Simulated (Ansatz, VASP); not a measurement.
# C: VASP beside Ansatz

The input POSCAR:

```
C
1.0
    1.7801417073     -1.7801417073      0.0000000000
    1.7801417073      0.0000000000     -1.7801417073
    8.6041369282      6.3787817799      6.3787817799
C
12
Direct
    0.5537965267      0.5537965267      0.2708666667
   -0.0434201400     -0.0434201400      0.1042000000
    0.1510131933      0.1510131933      0.4375333333
    0.3454465267      0.3454465267      0.7708666667
    0.7482298600      0.7482298600      0.6042000000
   -0.0573368067     -0.0573368067      0.9375333333
    0.5017090267      0.5017090267      0.3958666667
    0.9044923600      0.9044923600      0.2292000000
    0.0989256933      0.0989256933      0.5625333333
    0.2933590267      0.2933590267      0.8958666667
   -0.3038576400     -0.3038576400      0.7292000000
    0.3072756933      0.3072756933      0.0625333333
```

INCAR.step1

```
ALGO = Normal
EDIFF = 1E-4
ENCUT = 520
GGA = PE
ISMEAR = 0
LASPH = True
LCHARG = False
LREAL = False
LWAVE = True
NBANDS = 36
NELM = 100
PREC = Accurate
SIGMA = 0.05
```

File INCAR.step2:

```
ALGO = Normal
EDIFF = 1E-6
ENCUT = 520
ISIF = 2
ISMEAR = 0
ISTART = 1
LASPH = True
LCHARG = False
LMIXTAU = True
LREAL = False
LWAVE = False
METAGGA = R2SCAN
NBANDS = 36
NELM = 100
PREC = Accurate
SIGMA = 0.05
```

The input KPOINTS:

```
k-points
0
Gamma
  10 10 2
```

Input for Ansatz:

```yaml
crystal:
  lattice:
    - [1.7801417073, -1.7801417073, 0.0]
    - [1.7801417073, 0.0, -1.7801417073]
    - [8.6041369282, 6.3787817799, 6.3787817799]
  atoms:
    - { symbol: C, position: [0.5537965267, 0.5537965267, 0.2708666667] }
    - { symbol: C, position: [-0.04342014, -0.04342014, 0.1042] }
    - { symbol: C, position: [0.1510131933, 0.1510131933, 0.4375333333] }
    - { symbol: C, position: [0.3454465267, 0.3454465267, 0.7708666667] }
    - { symbol: C, position: [0.74822986, 0.74822986, 0.6042] }
    - { symbol: C, position: [-0.0573368067, -0.0573368067, 0.9375333333] }
    - { symbol: C, position: [0.5017090267, 0.5017090267, 0.3958666667] }
    - { symbol: C, position: [0.90449236, 0.90449236, 0.2292] }
    - { symbol: C, position: [0.0989256933, 0.0989256933, 0.5625333333] }
    - { symbol: C, position: [0.2933590267, 0.2933590267, 0.8958666667] }
    - { symbol: C, position: [-0.30385764, -0.30385764, 0.7292] }
    - { symbol: C, position: [0.3072756933, 0.3072756933, 0.0625333333] }
basis:
  ecutwfc: 500
kpoints:
  mp_grid: { grid: [10, 10, 2] }
hamiltonian:
  xc: r2scan
scf:
  occupations: { method: gaussian, width: 0.05 }
output:
  forces: true
  stress: true
  eigenvalues: true
```

Alike in both runs: task single point; functional r2SCAN; k mesh 10 × 10 × 2; occupations gaussian, width 0.05 eV; no spin polarisation.

```csv
,VASP,Ansatz
version,VASP 6.6.1,Ansatz 0.2.0
potentials or method,"VASP PAW PBE potentials, release 64 (C), cutoff 520 eV","scalar-relativistic, plane waves, PAW"
valence electrons in the cell,48,48
```

|  | VASP | Ansatz | Ansatz less VASP |
| --- | --- | --- | --- |
| gap on the k mesh at the Fermi level (eV) | none | none | - |
| pressure (GPa) | 6.9 | 5.8 | -1.09 |
| traceless stress, the component that is largest in VASP (GPa) | 24.40 | 24.41 | +0.008 |
| rms of the force components (eV/Å) | 1.220 | 1.228 | +0.0080 |

VASP's potentials were made for PBE, not for r2SCAN. Atom by atom the forces differ by 0.009 eV/Å (rms over components). A gap of «none» marks a metal or a gap that the smearing closes.
